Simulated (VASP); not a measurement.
Write the native input for VASP 6.6.1 that does the following.

```yaml
Task: single point
Functional: PBE
Potentials_or_basis: VASP PAW PBE potentials, release 64 (Sr_sv, Co)
Cutoff: 520 eV
k_mesh: 8 × 8 × 8
Occupations: gaussian, width 0.05 eV
Spin: collinear spin, ferromagnetic start
Starting_moments: "[0.0, 1.67, 1.67, 1.67] μB"
Dipole_correction: no
Further_INCAR_settings: ALGO = Fast; EDIFF = 1e-06; NBANDS = 30
```

The structure of SrCo3 lies in POSCAR:

```
SrCo3
1.0
    4.0333634429      0.0000000000      0.0000000000
    0.0000000000      4.0333634429      0.0000000000
    0.0000000000      0.0000000000      4.0333634429
Sr Co
1 3
Direct
    0.0000000000      0.0000000000      0.0000000000
    0.0000000000      0.5000000000      0.5000000000
    0.5000000000      0.5000000000      0.0000000000
    0.5000000000      0.0000000000      0.5000000000
```

This cell differs from its parent crystal: volume scaled by 1.020.

One way to write it, as run:

INCAR

```
ALGO = Fast ; EDIFF = 1E-6
ENCUT = 520 ; GGA = PE
ISIF = 2 ; ISMEAR = 0
ISPIN = 2 ; LASPH = True
LCHARG = False ; LMAXMIX = 4
LORBIT = 11 ; LREAL = False
LWAVE = False ; MAGMOM = 0 1.67 1.67 1.67
NBANDS = 30 ; NELM = 150
PREC = Accurate ; SIGMA = 0.05
```

KPOINTS

```
k-points
0
Gamma
  8 8 8
```

Potentials or basis: VASP PAW PBE potentials, release 64 (Sr_sv, Co).

Run with:

```bash
$ cat potpaw_PBE.64/Sr_sv/POTCAR potpaw_PBE.64/Co/POTCAR > POTCAR
$ mpirun -np 1 vasp_std > vasp.out
```

It gave:

The pressure is -1.1 GPa, the net moment is 4.17 μB per cell and the site moments are Sr -0.11; Co +1.50 μB. The valence electrons inside the program's atomic spheres are Sr 8.31; Co 7.95.

Wall time 3.2 min on 1 thread of Intel Xeon 6975P-C (shared host), peak memory 0.26 GiB.
